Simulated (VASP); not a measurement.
# AlC (Pmma) in VASP: further runs

The runs below take AlC through single point, relaxation of cell and atoms, with PBE.

All numbers are computed with VASP 6.6.1; they aren't measurements. Logs are shortened: lines on timing, memory, paths and dates and some standing lists are left out, and cuts for length are marked.

### Step 1. The cell of the first run

Symmetry: Pmma, No. 51, orthorhombic system. The conventional cell has a = 4.064 Å, b = 2.690 Å, c = 4.150 Å, α = 90.00°, β = 90.00°, γ = 90.00°. Al (site symmetry mm2) has 8 C at 2.47 to 2.49 Å and 6 Al at 2.56 to 3.30 Å within 3.3 Å. C (site symmetry mm2) has 8 Al at 2.47 to 2.49 Å and 6 C at 2.56 to 3.29 Å within 3.3 Å.

### Step 2. Single point, PBE

Contents of INCAR:

```
  PREC = Accurate
  ENCUT = 520
  EDIFF = 1E-7
  ISMEAR = 0
  SIGMA = 0.1
  LREAL = F
  LASPH = T
  NELM = 60
  ALGO = Normal
  ISIF = 2
  LWAVE = F
  LCHARG = F
  GGA = PE
  NBANDS = 15
```

Contents of KPOINTS:

```
regular mesh
0
Gamma
  4 6 4
```

Contents of POSCAR:

```
AlC
1.0
    4.0643662517      0.0000000000      0.0000000000
    0.0000000000      2.6896541372      0.0000000000
    0.0000000000      0.0000000000      4.1497520973
Al C
2 2
Direct
    0.7500000000      0.0000000000      0.6870000000
    0.2500000000      0.0000000000      0.3130000000
    0.7500000000      0.5000000000      0.1880000000
    0.2500000000      0.5000000000      0.8120000000
```

Potentials or basis: VASP PAW PBE potentials, release 64 (Al, C).

The run is started by

```bash
> cat potpaw_PBE.64/Al/POTCAR potpaw_PBE.64/C/POTCAR > POTCAR
> mpirun -np 1 vasp_std > vasp.out
```

OUTCAR:

```text
PREC = Accurate
   ENCUT = 520
   EDIFF = 1E-7
   ISMEAR = 0
   LREAL = F
   LASPH = T
   NELM = 60
   ISIF = 2
   GGA = PE

 ion  position               nearest neighbor table
   1  0.750  0.000  0.687-   3 2.47   3 2.47   3 2.48   3 2.48   4 2.49   4 2.49   4 2.49   4 2.49
                             2 2.56   2 2.56   2 3.30   2 3.30
   2  0.250  0.000  0.313-   4 2.47   4 2.47   4 2.48   4 2.48   3 2.49   3 2.49   3 2.49   3 2.49
                             1 2.56   1 2.56   1 3.30   1 3.30
   3  0.750  0.500  0.188-   1 2.47   1 2.47   1 2.48   1 2.48   2 2.49   2 2.49   2 2.49   2 2.49

   4  0.250  0.500  0.812-   2 2.47   2 2.47   2 2.48   2 2.48   1 2.49   1 2.49   1 2.49   1 2.49

  LATTYP: Found a simple orthorhombic cell.
 ALAT       =     2.6896541372
 B/A-ratio  =     1.5111111111
 C/A-ratio  =     1.5428571428

  Lattice vectors:

 A1 = (   0.0000000000,  -2.6896541372,   0.0000000000)
 A2 = (   4.0643662517,   0.0000000000,   0.0000000000)
 A3 = (   0.0000000000,   0.0000000000,   4.1497520973)

Analysis of symmetry for initial positions (statically):
=====================================================================
 Subroutine PRICEL returns:
 Original cell was already a primitive cell.

 Routine SETGRP: Setting up the symmetry group for a
 simple orthorhombic supercell.

 Subroutine GETGRP returns: Found  8 space group operations
 (whereof  4 operations were pure point group operations)
 out of a pool of  8 trial point group operations.

The static configuration has the point symmetry C_2h.
 The point group associated with its full space group is D_2h.

Analysis of symmetry for dynamics (positions and initial velocities):
=====================================================================
 Subroutine PRICEL returns:
 Original cell was already a primitive cell.

 Routine SETGRP: Setting up the symmetry group for a
 simple orthorhombic supercell.

 Subroutine GETGRP returns: Found  8 space group operations
 (whereof  4 operations were pure point group operations)
 out of a pool of  8 trial point group operations.

The dynamic configuration has the point symmetry C_2h.
 The point group associated with its full space group is D_2h.

 Subroutine INISYM returns: Found  8 space group operations
 (whereof  4 operations are pure point group operations),
 and found     1 'primitive' translations

----------------------------------------------------------------------------------------

                                     Primitive cell

  volume of cell :      45.3640

  direct lattice vectors                    reciprocal lattice vectors
     4.064366252  0.000000000  0.000000000     0.246040819  0.000000000  0.000000000
     0.000000000  2.689654137  0.000000000     0.000000000  0.371795015  0.000000000
     0.000000000  0.000000000  4.149752097     0.000000000  0.000000000  0.240978250

  length of vectors
     4.064366252  2.689654137  4.149752097     0.246040819  0.371795015  0.240978250

  position of ions in fractional coordinates (direct lattice)
     0.750000000  0.000000000  0.687000000
     0.250000000  0.000000000  0.313000000
     0.750000000  0.500000000  0.188000000
     0.250000000  0.500000000  0.812000000

  ion indices of the primitive-cell ions
   primitive index   ion index
                 1           1
                 2           2
                 3           3
                 4           4

----------------------------------------------------------------------------------------

 KPOINTS: regular mesh

Automatic generation of k-mesh.
 Grid dimensions read from file:
 generate k-points for:    4    6    4

 Generating k-lattice:

  Cartesian coordinates                     Fractional coordinates (reciprocal lattice)
     0.061510205  0.000000000  0.000000000     0.250000000  0.000000000  0.000000000
     0.000000000  0.061965836  0.000000000     0.000000000  0.166666667  0.000000000
     0.000000000  0.000000000  0.060244563     0.000000000  0.000000000  0.250000000

  Length of vectors
     0.061510205  0.061965836  0.060244563

  Shift w.r.t. Gamma in fractional coordinates (k-lattice)
     0.000000000  0.000000000  0.000000000

 Subroutine IBZKPT returns following result:
 ===========================================

 Found     36 irreducible k-points:

 Following reciprocal coordinates:
            Coordinates               Weight
  0.000000  0.000000  0.000000      1.000000
  0.250000  0.000000  0.000000      2.000000
  0.500000  0.000000  0.000000      1.000000
  0.000000  0.166667  0.000000      2.000000
  0.250000  0.166667  0.000000      4.000000
  0.500000  0.166667  0.000000      2.000000
[... 16 lines left out ...]
  0.250000  0.500000  0.250000      4.000000
  0.500000  0.500000  0.250000      2.000000
 [... further k-points ...]
   k-points           NKPTS =     36   k-points in BZ     NKDIM =     36   number of bands    NBANDS=     15
   number of dos      NEDOS =    301   number of ions     NIONS =      4
   total plane-waves  NPLWV =  19200
   dimension x,y,z NGX =    30 NGY =   20 NGZ =   32
   dimension x,y,z NGXF=    60 NGYF=   40 NGZF=   64
   ions per type =               2   2
   NGX,Y,Z   is equivalent  to a cutoff of  12.27, 12.36, 12.82 a.u.
   NGXF,Y,Z  is equivalent  to a cutoff of  24.54, 24.72, 25.64 a.u.
 SYSTEM =  unknown system
   PREC   = accura    normal or accurate (medium, high low for compatibility)
   ISTART =      0    job   : 0-new  1-cont  2-samecut
   ICHARG =      2    charge: 1-file 2-atom 10-const
   ISPIN  =      1    spin polarized calculation?
   LNONCOLLINEAR =      F non collinear calculations
   LSORBIT =      F    spin-orbit coupling
   LASPH  =      T    aspherical Exc in radial PAW
   ENCUT  =  520.0 eV  38.22 Ry    6.18 a.u.   7.56  5.00  7.72*2*pi/ulx,y,z
   NELM   =     60;   NELMIN=  2; NELMDL= -5     # of ELM steps
   EDIFF  = 0.1E-06   stopping-criterion for ELM
   LREAL  =      F    real-space projection
   EDIFFG = 0.1E-05   stopping-criterion for IOM
   NSW    =      0    number of steps for IOM
   IBRION =     -1    ionic relax: 0-MD 1-quasi-New 2-CG
   NFREE  =      0    steps in history (QN), initial steepest desc. (CG)
   ISIF   =      2    stress and relaxation
   ISYM   =      2    0-nonsym 1-usesym 2-fastsym
   POTIM  = 0.5000    time-step for ionic-motion
   TEBEG  =    0.0;   TEEND  =   0.0 temperature during run
   PSTRESS=    0.0 pullay stress
   NELECT =      14.0000    total number of electrons
   NUPDOWN=      -1.0000    fix difference up-down
   EMIN   =  10.00;   EMAX   =-10.00  energy-range for DOS
   EFERMI =   0.00;   METHOD = LEGACY
   ISMEAR =     0;   SIGMA  =   0.10  broadening in eV -4-tet -1-fermi 0-gaus
   EFERMI_NEDOS =   21; number of points for ismear=-14 and -15
   IALGO  =     38    algorithm
   IMIX   =      4    mixing-type and parameters
     AMIX     =   0.40;   BMIX     =  1.00
     AMIX_MAG =   1.60;   BMIX_MAG =  1.00
  volume/ion in A,a.u.               =      11.34        76.53
  Fermi-wavevector in a.u.,A,eV,Ry     =   1.106319  2.090640 16.652738  1.223942
  Thomas-Fermi vector in A             =   2.242818
   LORBIT       =      0    0 simple, 1 ext, 2 COOP (PROOUT), +10 PAW based schemes
   GGA     = PE    functional components
   LHFCALC =     F    Hartree Fock is set to
   AEXX    =    0.0000 exact exchange contribution
   IVDW    =     0    specifies the selected vdW correction
   LEPSILON=     F    determine dielectric tensor
   LRPA    =     F    only Hartree local field effects (RPA)
 non-spin polarized calculation
 Gauss-broadening in eV      SIGMA  =   0.10
  energy-cutoff  :      520.00
  volume of cell :       45.36
 maximum number of plane-waves:      1250
   NGX = 15   NGY = 11   NGZ = 15

 number of electron      14.0000000 magnetization

 Free energy of the ion-electron system (eV)
  ---------------------------------------------------
  ext. energy  EPLUGINS =         0.00000000
  ---------------------------------------------------
  free energy    TOTEN  =       -19.39193761 eV

  energy without entropy =      -19.38399693  energy(sigma->0) =      -19.38796727

 E-fermi :   8.0154     XC(G=0): -11.1213

 val. band max:        7.9959081097   @ k =   0.2500   0.1667   0.5000
 cond. band min:       8.0714629407   @ k =   0.0000   0.1667   0.0000
 fundamental gap:      0.0755548310
 Fermi energy:         8.0154181598

 k-point     1 :       0.0000    0.0000    0.0000
  band No.  band energies     occupation
      1      -6.3349      2.00000
      2      -1.3682      2.00000
      3       1.9861      2.00000
      4       2.2878      2.00000
      5       4.7461      2.00000
      6       7.7442      1.99987
      7       8.1555      0.04764
      8       9.0113      0.00000
      9       9.2078      0.00000
     10      10.8996      0.00000
     11      11.7414      0.00000
     12      14.9499      0.00000
     13      17.5405      0.00000
     14      19.8525      0.00000
     15      19.8663      0.00000

 k-point     2 :       0.2500    0.0000    0.0000
  band No.  band energies     occupation
      1      -5.8572      2.00000
      2      -2.5264      2.00000
      3       2.1404      2.00000
      4       2.4537      2.00000
      5       5.4959      2.00000
      6       5.7510      2.00000
      7       7.9613      1.55604
      8       9.2633      0.00000
      9      10.6022      0.00000
     10      11.4842      0.00000
     11      13.5397      0.00000
     12      15.2869      0.00000
     13      17.6757      0.00000
     14      18.5214      0.00000
     15      19.1596      0.00000
[... 365 lines left out ...]
      3       0.9626      2.00000
      4       3.3415      2.00000
      5       3.5299      2.00000
      6       5.5022      2.00000
      7       7.2487      2.00000
      8       7.4935      2.00000
      9       9.5263      0.00000
     10       9.6341      0.00000
     11      11.9891      0.00000
     12      12.7681      0.00000
     13      13.8514      0.00000
     14      15.2833      0.00000
     15      17.2950      0.00000

 k-point    24 :       0.5000    0.5000    0.2500
  band No.  band energies     occupation
      1      -1.2713      2.00000
      2      -1.2713      2.00000
      3       2.2442      2.00000
      4       2.2442      2.00000
      5       3.6986      2.00000
      6       3.6986      2.00000
      7       7.6429      2.00000
      8       7.6429      2.00000
      9       9.0295      0.00000
     10       9.0295      0.00000
     11      13.9631      0.00000
     12      13.9631      0.00000
     13      14.3950      0.00000
     14      14.3950      0.00000
     15      19.8359      0.00000

 [... further k-points ...]
[... 5 lines left out ...]
  --------------------------------------------------------------------------------------
  -------------------------------------------------------------------------------------
  Total       -3.1400863     -0.3020680     -7.2592505      0.0000000      0.0000000      0.0000000
  in kB     -110.9023463    -10.6685116   -256.3840116      0.0000000      0.0000000      0.0000000
  external PRESSURE =    -125.9849565 kB  Pullay stress =       0.0000000 kB

 VOLUME and BASIS-vectors are now :
 -----------------------------------------------------------------------------
  energy-cutoff  :      520.00
  volume of cell :       45.36
      direct lattice vectors                 reciprocal lattice vectors
     4.064366252  0.000000000  0.000000000     0.246040819  0.000000000  0.000000000
     0.000000000  2.689654137  0.000000000     0.000000000  0.371795015  0.000000000
     0.000000000  0.000000000  4.149752097     0.000000000  0.000000000  0.240978250

 POSITION                                       TOTAL-FORCE (eV/Angst)
 -----------------------------------------------------------------------------------
      3.04827      0.00000      2.85088        -0.000000      0.000000      1.997419
      1.01609      0.00000      1.29887        -0.000000      0.000000     -1.997419
      3.04827      1.34483      0.78015        -0.000000      0.000000      1.102172
      1.01609      1.34483      3.36960         0.000000     -0.000000     -1.102172
 -----------------------------------------------------------------------------------
    total drift:                                0.000000     -0.000000      0.000000

  FREE ENERGIE OF THE ION-ELECTRON SYSTEM (eV)
  ---------------------------------------------------
  free  energy   TOTEN  =       -19.3919376117 eV

  energy  without entropy=      -19.3839969342  energy(sigma->0) =      -19.38796727
```

Wall time 13 s (1 thread of Intel Xeon Platinum 8488C (Sapphire Rapids), shared host); peak memory 0.15 GiB.

Results:

- Free energy: -19.3919 eV
- Pressure: -12.6 GPa
- Largest force: 1.997 eV/Å
- Band gap on the k mesh: zero (band 7 reaches 10.01 eV, above the bottom of band 8 at 5.83 eV)

Forces on the atoms (eV/Å):
```
Al   0.000  0.000  1.997
Al   0.000  0.000 -1.997
C    0.000  0.000  1.102
C    0.000  0.000 -1.102
```

Stress tensor (GPa, compression positive):
```
-11.09   0.00   0.00
  0.00  -1.07   0.00
  0.00   0.00 -25.64
```

Levels at points of the mesh, in eV from the Fermi level:
```csv
k point,band 4,band 5,band 6,band 7,band 8,band 9,band 10,band 11
"(0.00, 0.00, 0.00)",-5.73,-3.27,-0.27,0.14,1.00,1.19,2.88,3.73
"(0.50, 0.00, 0.00)",-4.80,-4.07,-4.07,1.89,1.89,3.65,3.65,6.43
"(0.00, 0.50, 0.00)",-3.09,-3.08,-2.99,-0.48,0.82,1.25,1.36,2.23
"(0.50, 0.50, 0.00)",-6.10,-2.42,-2.42,-1.09,-1.09,2.02,2.02,3.38
"(0.00, 0.00, 0.50)",-4.22,-4.07,-3.62,1.52,2.28,2.95,4.47,5.43
"(0.50, 0.00, 0.50)",-8.75,0.86,0.86,1.99,1.99,4.10,4.10,6.47
"(0.00, 0.50, 0.50)",-6.12,-2.63,-1.99,-1.66,-0.55,1.39,2.28,3.97
"(0.50, 0.50, 0.50)",-5.41,-5.31,-5.31,-1.73,-1.73,2.20,2.20,6.85
```

Caveat: the k points lie up to 0.39 Å⁻¹ apart; forces of over 1 eV/Å act on the atoms, so gaps and moduli don't describe the material at rest.

### Step 3. Relaxation of cell and atoms, PBE

Contents of INCAR:

```
PREC     = Accurate       # precision mode
ENCUT    = 600            # plane-wave cutoff, eV
EDIFF    = 1E-6           # SCF threshold, eV
ISMEAR   = 0              # smearing method
SIGMA    = 0.1            # smearing width, eV
LREAL    = F              # projectors in reciprocal space
LASPH    = T              # aspherical terms in the spheres
NELM     = 60             # most SCF steps
ALGO     = Normal         # electronic algorithm
ISIF     = 3              # what is computed and relaxed
LWAVE    = F              # write WAVECAR
LCHARG   = F              # write CHGCAR
GGA      = PE             # functional
IBRION   = 2              # ionic algorithm
NSW      = 90             # ionic steps
EDIFFG   = -0.04          # ionic threshold
```

Contents of KPOINTS:

```
Automatic mesh
0
Gamma
  4 6 4
```

POSCAR is that of step 2.

Potentials or basis: VASP PAW PBE potentials, release 64 (Al, C).

The run is started by

```bash
> cat potpaw_PBE.64/Al/POTCAR potpaw_PBE.64/C/POTCAR > POTCAR
> mpirun -np 1 vasp_std > vasp.out
```

Wall time 2.8 min (1 thread of Intel Xeon Platinum 8488C (Sapphire Rapids), shared host); peak memory 0.18 GiB.

The run converged. Its results:

```yaml
Free_energy: -22.0787 eV
Relaxed_volume: 11.53 Å³/atom
Relaxed_cell: a = 5.668 Å, b = 3.006 Å, c = 2.708 Å, α = 90.00°, β = 90.00°, γ = 90.00°
Space_group_after_relaxing_to_0.05_Å: Pmma (No. 51)
Energy_gained_by_relaxing: 671.5 meV/atom
Ionic_steps: 33
Pressure_after_relaxing: 0.0 GPa
Largest_force_after_relaxing: 0.029 eV/Å
Band_gap_on_the_k_mesh: zero (band 7 reaches 8.39 eV, above the bottom of band 8 at 5.40 eV)
```

Forces on the atoms (eV/Å):
```
Al   0.000  0.000 -0.029
Al   0.000  0.000  0.029
C    0.000  0.000 -0.029
C    0.000  0.000  0.029
```

Stress tensor (GPa, compression positive):
```
-0.23  0.00  0.00
 0.00  0.21  0.00
 0.00  0.00 -0.11
```

Step by step:
```tsv
step	energy change (eV)	largest force (eV/Å)	pressure (GPa)	volume (Å³)
1	0.0000	1.9973	-12.67	45.36
2	-0.9363	1.5336	-0.14	39.65
3	-1.1102	0.9312	14.07	36.46
4	-1.6570	0.5824	4.90	38.14
5	-1.7793	1.3248	2.10	39.05
6	-2.3671	0.4923	-0.55	40.87
7	-2.4443	0.9228	5.04	42.21
8	-2.5915	0.2042	-4.30	46.37
9	-2.5973	0.2317	-6.43	47.70
10	-2.6257	0.5157	-3.64	48.58
11	-2.6300	0.4234	-4.53	48.35
12	-2.6592	0.2829	-1.14	47.24
13	-2.6624	0.2131	0.40	46.77
14	-2.6661	0.1333	0.17	46.75
15	-2.6675	0.1121	-0.05	46.73
16	-2.6688	0.1213	-0.23	46.71
17	-2.6724	0.1477	-0.77	46.66
18	-2.6768	0.1557	-1.78	46.54
19	-2.6774	0.1515	-1.72	46.50
20	-2.6791	0.1369	-1.48	46.37
21	-2.6814	0.1066	-1.02	46.12
22	-2.6822	0.0479	-0.05	45.62
23	-2.6825	0.0677	-0.41	45.80
24	-2.6833	0.0645	-0.19	45.77
25	-2.6844	0.0564	0.47	45.71
26	-2.6844	0.0554	0.56	45.70
27	-2.6848	0.0484	0.44	45.77
28	-2.6855	0.0443	0.07	45.96
29	-2.6849	0.0919	-0.65	46.36
30	-2.6856	0.0565	-0.10	46.07
31	-2.6858	0.0481	-0.03	46.09
32	-2.6859	0.0426	0.04	46.10
33	-2.6861	0.0289	-0.04	46.13
```

Final structure:
```
Al C
1.0
     5.66835    0.00000    0.00000
     0.00000    3.00577    0.00000
     0.00000    0.00000    2.70764
Al C
2 2
Direct
  0.75000 0.00000 0.75670
  0.25000 0.00000 0.24330
  0.75000 0.50000 0.25655
  0.25000 0.50000 0.74345
```

Levels at points of the mesh, in eV from the Fermi level:
```tsv
k point	band 3	band 4	band 5	band 6	band 7	band 8	band 9	band 10	band 11
(0.00, 0.00, 0.00)	-6.30	-1.77	-0.87	0.52	0.59	1.23	1.75	6.56	7.31
(0.50, 0.00, 0.00)	-3.53	-3.53	-1.36	-1.36	0.86	0.86	3.89	3.89	8.37
(0.00, 0.50, 0.00)	-8.64	-6.36	-3.46	-1.38	1.08	1.55	1.59	5.68	10.70
(0.50, 0.50, 0.00)	-7.77	-7.77	-1.19	-1.19	1.33	1.33	1.70	1.70	11.45
(0.00, 0.00, 0.50)	-6.52	-6.44	-2.11	-2.03	-0.25	-0.23	5.65	5.74	5.83
(0.50, 0.00, 0.50)	-6.98	-6.98	-0.69	-0.69	-0.24	-0.24	3.12	3.12	7.55
(0.00, 0.50, 0.50)	-5.36	-5.32	-4.96	-4.91	0.13	0.25	1.45	1.66	3.29
(0.50, 0.50, 0.50)	-5.27	-5.27	-5.22	-5.22	0.44	0.44	0.88	0.88	6.10
```

Caveat: the k points lie up to 0.58 Å⁻¹ apart in the final cell.
